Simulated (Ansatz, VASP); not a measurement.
Zr: VASP beside Ansatz

Contents of INCAR:

```
ALGO = Normal
EDIFF = 1E-6
ENCUT = 520
GGA = PS
ISIF = 2
ISMEAR = -1
LASPH = True
LCHARG = False
LREAL = False
LWAVE = False
NBANDS = 19
NELM = 80
PREC = Accurate
SIGMA = 0.05
```

File KPOINTS:

```
k-points
0
Gamma
  7 7 4
```

File POSCAR:

```
Zr
1.0
    3.2320000000      0.0000000000      0.0000000000
   -1.6160000000      2.7989941050      0.0000000000
    0.0000000000      0.0000000000      5.1470000000
Zr
2
Direct
    0.6666666667      0.3333333333      0.7500000000
    0.3333333333      0.6666666667      0.2500000000
```

File input.yaml:

```yaml
crystal:
  lattice:
    - [3.232, 0.0, 0.0]
    - [-1.616, 2.798994105, 0.0]
    - [0.0, 0.0, 5.147]
  atoms:
    - { symbol: Zr, position: [0.6666666667, 0.3333333333, 0.75] }
    - { symbol: Zr, position: [0.3333333333, 0.6666666667, 0.25] }
kpoints:
  mp_grid: { grid: [7, 7, 4] }
  band_path:
    path:
      - [0.0, 0.0, 0.0]
      - [0.5, 0.0, 0.0]
      - [0.3333333333, 0.3333333333, 0.0]
      - [0.0, 0.0, 0.0]
      - [0.0, 0.0, 0.5]
      - [0.5, 0.0, 0.5]
      - [0.3333333333, 0.3333333333, 0.5]
      - [0.0, 0.0, 0.5]
    npoints: 6
scf:
  occupations: { method: fermi_dirac, width: 0.05 }
hamiltonian:
  xc: pbesol
  pseudopotentials: { kind: all_electron, lapw: { basis_error: 0.001 } }
output:
  forces: true
  stress: true
  eigenvalues: true
```

Alike in both runs: functional PBEsol; k mesh 7 × 7 × 4; occupations fermi-dirac, width 0.05 eV; no spin polarisation.

|  | VASP | Ansatz |
| --- | --- | --- |
| version | VASP 6.6.1 | Ansatz 0.2.0 |
| potentials or method | VASP PAW PBE potentials, release 64 (Zr_sv), cutoff 520 eV | all-electron LAPW, scalar-relativistic |
| task | single point | band structure |

|  | VASP | Ansatz | Ansatz less VASP |
| --- | --- | --- | --- |
| gap on the k mesh at the Fermi level (eV) | none | none | - |
| pressure (GPa) | -3.2 | -3.2 | -0.03 |
| traceless stress, the component that is largest in VASP (GPa) | -0.08 | -0.09 | -0.005 |

VASP's potentials were made for PBE, not for PBEsol. A gap of «none» marks a metal or a gap that the smearing closes. Ansatz ran all-electron here, and VASP with PAW potentials.

Noted on Ansatz's run: the k mesh is thin for a metal, which can move the energy by tens of meV per atom.
